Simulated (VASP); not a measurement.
Wanted: the native input for a VASP 6.6.1 run.

* Task: single point
* Functional: PBEsol
* Potentials or basis: VASP PAW PBE potentials, release 64 (Pt)
* Cutoff: 520 eV
* k mesh: 3 × 3 × 2
* Occupations: methfessel-paxton, width 0.2 eV
* Spin: no spin polarisation
* Dipole correction: no
* Further INCAR settings: LREAL = Auto; ALGO = Normal; EDIFF = 1e-06; NBANDS = 297

The structure of Pt (a cell with a defect) lies in POSCAR:

```
Pt
1.0
    8.2819968474      0.0000000000      0.0000000000
   -4.1409984237      7.1724196638      0.0000000000
    0.0000000000      0.0000000000     14.3764020000
Pt
53
Direct
    0.1111111111      0.2222222222      0.4166666667
    0.1111111111      0.2222222222      0.7500000000
    0.1111111111      0.5555555556      0.0833333333
    0.1111111111      0.5555555556      0.4166666667
    0.1111111111      0.5555555556      0.7500000000
    0.1111111111      0.8888888889      0.0833333333
    0.1111111111      0.8888888889      0.4166666667
    0.1111111111      0.8888888889      0.7500000000
    0.4444444444      0.2222222222      0.0833333333
    0.4444444444      0.2222222222      0.4166666667
    0.4444444444      0.2222222222      0.7500000000
    0.4444444444      0.5555555556      0.0833333333
    0.4444444444      0.5555555556      0.4166666667
    0.4444444444      0.5555555556      0.7500000000
    0.4444444444      0.8888888889      0.0833333333
    0.4444444444      0.8888888889      0.4166666667
    0.4444444444      0.8888888889      0.7500000000
    0.7777777778      0.2222222222      0.0833333333
    0.7777777778      0.2222222222      0.4166666667
    0.7777777778      0.2222222222      0.7500000000
    0.7777777778      0.5555555556      0.0833333333
    0.7777777778      0.5555555556      0.4166666667
    0.7777777778      0.5555555556      0.7500000000
    0.7777777778      0.8888888889      0.0833333333
    0.7777777778      0.8888888889      0.4166666667
    0.7777777778      0.8888888889      0.7500000000
    0.2222222222      0.1111111111      0.2500000000
    0.2222222222      0.1111111111      0.5833333333
    0.2222222222      0.1111111111      0.9166666667
    0.2222222222      0.4444444444      0.2500000000
    0.2222222222      0.4444444444      0.5833333333
    0.2222222222      0.4444444444      0.9166666667
    0.2222222222      0.7777777778      0.2500000000
    0.2222222222      0.7777777778      0.5833333333
    0.2222222222      0.7777777778      0.9166666667
    0.5555555556      0.1111111111      0.2500000000
    0.5555555556      0.1111111111      0.5833333333
    0.5555555556      0.1111111111      0.9166666667
    0.5555555556      0.4444444444      0.2500000000
    0.5555555556      0.4444444444      0.5833333333
    0.5555555556      0.4444444444      0.9166666667
    0.5555555556      0.7777777778      0.2500000000
    0.5555555556      0.7777777778      0.5833333333
    0.5555555556      0.7777777778      0.9166666667
    0.8888888889      0.1111111111      0.2500000000
    0.8888888889      0.1111111111      0.5833333333
    0.8888888889      0.1111111111      0.9166666667
    0.8888888889      0.4444444444      0.2500000000
    0.8888888889      0.4444444444      0.5833333333
    0.8888888889      0.4444444444      0.9166666667
    0.8888888889      0.7777777778      0.2500000000
    0.8888888889      0.7777777778      0.5833333333
    0.8888888889      0.7777777778      0.9166666667
```

These files were run (other wordings do the same):

INCAR

```
PREC = Accurate
ENCUT = 520
EDIFF = 1E-6
ISMEAR = 1
SIGMA = 0.2
LREAL = Auto
LASPH = True
NELM = 80
ALGO = Normal
ISIF = 2
LWAVE = False
LCHARG = False
GGA = PS
NBANDS = 297
LUSENCCL = False
```

KPOINTS

```
Automatic mesh
0
Gamma
  3 3 2
```

Potentials or basis: VASP PAW PBE potentials, release 64 (Pt).

Launch:

```sh
$ cat potpaw_PBE.64/Pt/POTCAR > POTCAR
$ mpirun -np 1 vasp_std > vasp.out
```

It gave:

| Item | Value |
| --- | --- |
| Pressure | -12.4 GPa |
| Largest force | 0.705 eV/Å |

Caveat: the PAW data sets were made with another functional, which shifts forces and pressure a little.

Run time: 8.9 min on 1 × NVIDIA H100 80GB with 1 thread of AMD EPYC 7R13 Processor (Zen 3) (shared host), peak memory 2.4 GiB.
